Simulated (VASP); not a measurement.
# Ni (Pm-3m) in VASP: single point with PBE

Aim: the single point of Ni with PBE.

All numbers are computed with VASP 6.6.1; they aren't measurements. Logs are shortened: lines on timing, memory, paths and dates and some standing lists are left out, and cuts for length are marked.

**1. The cell of the first run**

Symmetry: Pm-3m, No. 221, cubic system. The conventional cell has a = 2.324 Å, b = 2.324 Å, c = 2.324 Å, α = 90.00°, β = 90.00°, γ = 90.00°. Ni (site symmetry m-3m) has 6 Ni at 2.32 Å within 3.1 Å.

This isn't the form of Ni at room conditions, which is fcc.

**2. Single point, PBE, non-collinear spin, typed start, spin-orbit coupling**

The input, INCAR:

```
ALGO = Normal
EDIFF = 1E-6
ENCUT = 520
GGA = PE
GGA_COMPAT = False
ISIF = 2
ISMEAR = -1
LASPH = True
LCHARG = True
LMAXMIX = 4
LORBIT = 11
LORBMOM = True
LREAL = False
LSORBIT = True
LVHAR = True
LWAVE = False
MAGMOM = 0 0 -0.569 0 0 -0.569
NBANDS = 32
NELM = 150
PREC = Accurate
SIGMA = 0.05
```

The input, KPOINTS:

```
k-points
0
Gamma
  12 12 12
```

The input, POSCAR:

```
Ni
1.0
    0.0000000000      2.3241357468      2.3241357468
    2.3241357468      0.0000000000      2.3241357468
    2.3241357468      2.3241357468      0.0000000000
Ni
2
Direct
    0.0000000000      0.0000000000      0.0000000000
    0.5000000000      0.5000000000      0.5000000000
```

Potentials or basis: VASP PAW PBE potentials, release 64 (Ni).

The run is started by

```
$ cat potpaw_PBE.64/Ni/POTCAR > POTCAR
$ mpirun -np 1 vasp_ncl > vasp.out
```

OUTCAR:

```text
EDIFF = 1E-6
   ENCUT = 520
   GGA = PE
   ISIF = 2
   ISMEAR = -1
   LASPH = True
   LORBIT = 11
   LREAL = False
   LSORBIT = True
   NELM = 150
   PREC = Accurate

 ion  position               nearest neighbor table
   1  0.000  0.000  0.000-   2 2.32   2 2.32   2 2.32   2 2.32   2 2.32   2 2.32
   2  0.500  0.500  0.500-   1 2.32   1 2.32   1 2.32   1 2.32   1 2.32   1 2.32

  LATTYP: Found a face centered cubic cell.
 ALAT       =     4.6482714936

  Lattice vectors:

 A1 = (   0.0000000000,   2.3241357468,   2.3241357468)
 A2 = (   2.3241357468,   0.0000000000,   2.3241357468)
 A3 = (   2.3241357468,   2.3241357468,   0.0000000000)

Analysis of symmetry for initial positions (statically):
=====================================================================
 Subroutine PRICEL returns following result:

  LATTYP: Found a simple cubic cell.
 ALAT       =     2.3241357468
[... 12 lines left out ...]
 Subroutine GETGRP returns: Found 48 space group operations
 (whereof 48 operations were pure point group operations)
 out of a pool of 48 trial point group operations.

The static configuration has the point symmetry O_h .

Analysis of symmetry for dynamics (positions and initial velocities):
=====================================================================
 Subroutine PRICEL returns following result:

  LATTYP: Found a simple cubic cell.
 ALAT       =     2.3241357468
[... 12 lines left out ...]
 Subroutine GETGRP returns: Found 48 space group operations
 (whereof 48 operations were pure point group operations)
 out of a pool of 48 trial point group operations.

The dynamic configuration has the point symmetry O_h .

Analysis of structural, dynamic, and magnetic symmetry:
=====================================================================
 Subroutine PRICEL returns following result:

  LATTYP: Found a simple cubic cell.
 ALAT       =     2.3241357468
[... 12 lines left out ...]
 Subroutine GETGRP returns: Found  8 space group operations
 (whereof  8 operations were pure point group operations)
 out of a pool of 48 trial point group operations.

The overall configuration has the point symmetry C_4h.

 Subroutine INISYM returns: Found  8 space group operations
 (whereof  8 operations are pure point group operations),
 and found     2 'primitive' translations

----------------------------------------------------------------------------------------

                                     Primitive cell

  volume of cell :      12.5541

  direct lattice vectors                    reciprocal lattice vectors
    -2.324135747  0.000000000  0.000000000    -0.430267467  0.000000000  0.000000000
     0.000000000  0.000000000  2.324135747     0.000000000  0.000000000  0.430267467
     0.000000000  2.324135747  0.000000000     0.000000000  0.430267467  0.000000000

  length of vectors
     2.324135747  2.324135747  2.324135747     0.430267467  0.430267467  0.430267467

  position of ions in fractional coordinates (direct lattice)
     0.000000000  0.000000000  0.000000000

  ion indices of the primitive-cell ions
   primitive index   ion index
                 1           1

----------------------------------------------------------------------------------------

 KPOINTS: k-points

Automatic generation of k-mesh.
 Grid dimensions read from file:
 generate k-points for:   12   12   12

 Generating k-lattice:

  Cartesian coordinates                     Fractional coordinates (reciprocal lattice)
    -0.017927811  0.017927811  0.017927811     0.083333333  0.000000000  0.000000000
     0.017927811 -0.017927811  0.017927811     0.000000000  0.083333333  0.000000000
     0.017927811  0.017927811 -0.017927811     0.000000000  0.000000000  0.083333333

  Length of vectors
     0.031051880  0.031051880  0.031051880

  Shift w.r.t. Gamma in fractional coordinates (k-lattice)
     0.000000000  0.000000000  0.000000000

 Subroutine IBZKPT returns following result:
[... 87 lines left out ...]
 number of electron      20.0000005 magnetization       0.0000000      0.0000000     -1.0517986

 Free energy of the ion-electron system (eV)
  ---------------------------------------------------
  ext. energy  EPLUGINS =         0.00000000
  ---------------------------------------------------
  free energy    TOTEN  =        -9.58795014 eV

  energy without entropy =       -9.55591936  energy(sigma->0) =       -9.57193475

 E-fermi :   7.5146     XC(G=0): -12.3327

 val. band max:        7.5122116286   @ k =   0.0000   0.1667   0.3333
 cond. band min:       7.5146352520   @ k =   0.4167   0.1667  -0.4167
 fundamental gap:      0.0024236234
 Fermi energy:         7.5146157207

 k-point     1 :       0.0000    0.0000    0.0000
  band No.  band energies     occupation
      1      -0.5037      1.00000
      2      -0.4744      1.00000
      3       3.9157      1.00000
      4       3.9166      1.00000
      5       4.1970      1.00000
      6       4.2301      1.00000
[... 829 lines left out ...]
     31      22.3441      0.00000
     32      22.4794      0.00000

 [... further k-points ...]

------------------------ aborting loop because EDIFF is reached ----------------------------------------

  FORCE on cell =-STRESS in cart. coord.  units (eV):
  Direction    XX          YY          ZZ          XY          YZ          ZX
  --------------------------------------------------------------------------------------
  -------------------------------------------------------------------------------------
  Total        0.1378768      0.1378768      0.1352917     -0.0000001      0.0000000      0.0000000
  in kB        8.7980663      8.7980663      8.6331100     -0.0000060      0.0000000      0.0000000
  external PRESSURE =       8.7430809 kB  Pullay stress =       0.0000000 kB

 VOLUME and BASIS-vectors are now :
 -----------------------------------------------------------------------------
  energy-cutoff  :      520.00
  volume of cell :       25.11
      direct lattice vectors                 reciprocal lattice vectors
     0.000000000  2.324135747  2.324135747    -0.215133733  0.215133733  0.215133733
     2.324135747  0.000000000  2.324135747     0.215133733 -0.215133733  0.215133733
     2.324135747  2.324135747  0.000000000     0.215133733  0.215133733 -0.215133733

 POSITION                                       TOTAL-FORCE (eV/Angst)
 -----------------------------------------------------------------------------------
      0.00000      0.00000      0.00000        -0.000000      0.000000     -0.000000
      2.32414      2.32414      2.32414         0.000000     -0.000000      0.000000
 -----------------------------------------------------------------------------------
    total drift:                               -0.000000     -0.000000     -0.000000

  FREE ENERGIE OF THE ION-ELECTRON SYSTEM (eV)
  ---------------------------------------------------
  free  energy   TOTEN  =        -9.5879501379 eV

  energy  without entropy=       -9.5559193645  energy(sigma->0) =       -9.57193475

 orbital moment (x)

 # of ion     p       d       tot
 ----------------------------------------
  1        -0.000  -0.000  -0.000
  2         0.000   0.000   0.000
 ----------------------------------------
           -0.000  -0.000  -0.000

 orbital moment (y)

 # of ion     p       d       tot
 ----------------------------------------
  1        -0.000   0.000   0.000
  2         0.000   0.000   0.000
 ----------------------------------------
            0.000   0.000   0.000

 orbital moment (z)

 # of ion     p       d       tot
 ----------------------------------------
  1        -0.000  -0.065  -0.065
  2        -0.000  -0.065  -0.065
 ----------------------------------------
           -0.000  -0.130  -0.130

 Spin-Orbit-Coupling matrix elements

 Ion:    1  E_soc:     -0.0204670
 l=   1
     0.0000000    -0.0003490    -0.0003475
    -0.0003490     0.0000000    -0.0003490
    -0.0003475    -0.0003490     0.0000000
 l=   2
     0.0000000    -0.0009668     0.0000000    -0.0009668    -0.0020538
    -0.0009668     0.0000000    -0.0014613    -0.0012901    -0.0004939
     0.0000000    -0.0014613     0.0000000    -0.0014613     0.0000000
    -0.0009668    -0.0012901    -0.0014613     0.0000000    -0.0004939
    -0.0020538    -0.0004939     0.0000000    -0.0004939     0.0000000
 l=   3
     0.0000000     0.0000000     0.0000000     0.0000000     0.0000000     0.0000000     0.0000000
     0.0000000     0.0000000     0.0000000     0.0000000     0.0000000     0.0000000     0.0000000
     0.0000000     0.0000000     0.0000000     0.0000000     0.0000000     0.0000000     0.0000000
     0.0000000     0.0000000     0.0000000     0.0000000     0.0000000     0.0000000     0.0000000
     0.0000000     0.0000000     0.0000000     0.0000000     0.0000000     0.0000000     0.0000000
     0.0000000     0.0000000     0.0000000     0.0000000     0.0000000     0.0000000     0.0000000
     0.0000000     0.0000000     0.0000000     0.0000000     0.0000000     0.0000000     0.0000000

 Ion:    2  E_soc:     -0.0204670
 l=   1
     0.0000000    -0.0003490    -0.0003475
    -0.0003490     0.0000000    -0.0003490
    -0.0003475    -0.0003490     0.0000000
 l=   2
     0.0000000    -0.0009668     0.0000000    -0.0009668    -0.0020538
    -0.0009668     0.0000000    -0.0014613    -0.0012901    -0.0004939
     0.0000000    -0.0014613     0.0000000    -0.0014613     0.0000000
    -0.0009668    -0.0012901    -0.0014613     0.0000000    -0.0004939
    -0.0020538    -0.0004939     0.0000000    -0.0004939     0.0000000
 l=   3
     0.0000000     0.0000000     0.0000000     0.0000000     0.0000000     0.0000000     0.0000000
     0.0000000     0.0000000     0.0000000     0.0000000     0.0000000     0.0000000     0.0000000
     0.0000000     0.0000000     0.0000000     0.0000000     0.0000000     0.0000000     0.0000000
     0.0000000     0.0000000     0.0000000     0.0000000     0.0000000     0.0000000     0.0000000
     0.0000000     0.0000000     0.0000000     0.0000000     0.0000000     0.0000000     0.0000000
     0.0000000     0.0000000     0.0000000     0.0000000     0.0000000     0.0000000     0.0000000
     0.0000000     0.0000000     0.0000000     0.0000000     0.0000000     0.0000000     0.0000000

 total charge

# of ion       s       p       d       tot
------------------------------------------
    1        0.511   0.389   8.356   9.255
    2        0.511   0.389   8.356   9.255
--------------------------------------------------
tot          1.021   0.777  16.711  18.510

 magnetization (x)

# of ion       s       p       d       tot
------------------------------------------
    1        0.000   0.000   0.000   0.000
    2        0.000   0.000   0.000   0.000
--------------------------------------------------
tot          0.000   0.000   0.000   0.000

 magnetization (y)

# of ion       s       p       d       tot
------------------------------------------
    1        0.000   0.000   0.000   0.000
    2        0.000   0.000   0.000   0.000
--------------------------------------------------
tot          0.000   0.000   0.000   0.000

 magnetization (z)

# of ion       s       p       d       tot
------------------------------------------
    1       -0.000   0.002  -0.532  -0.531
    2       -0.000   0.002  -0.532  -0.531
--------------------------------------------------
tot         -0.001   0.005  -1.065  -1.061
```

Run time: 8.1 min. Hardware: 1 thread of Intel Xeon Platinum 8375C at 2.90GHz (Ice Lake), shared host; peak memory 0.38 GiB.

Results:

```yaml
Free_energy: -9.5880 eV
Pressure: 0.9 GPa
Net_moment: 1.05 μB per cell
Valence_electrons_inside_the_program's_atomic_spheres: Ni 9.26
```

Moments on the atoms (μB; x, y, z):
```
Ni   0.00  0.00 -0.53
Ni   0.00  0.00 -0.53
```
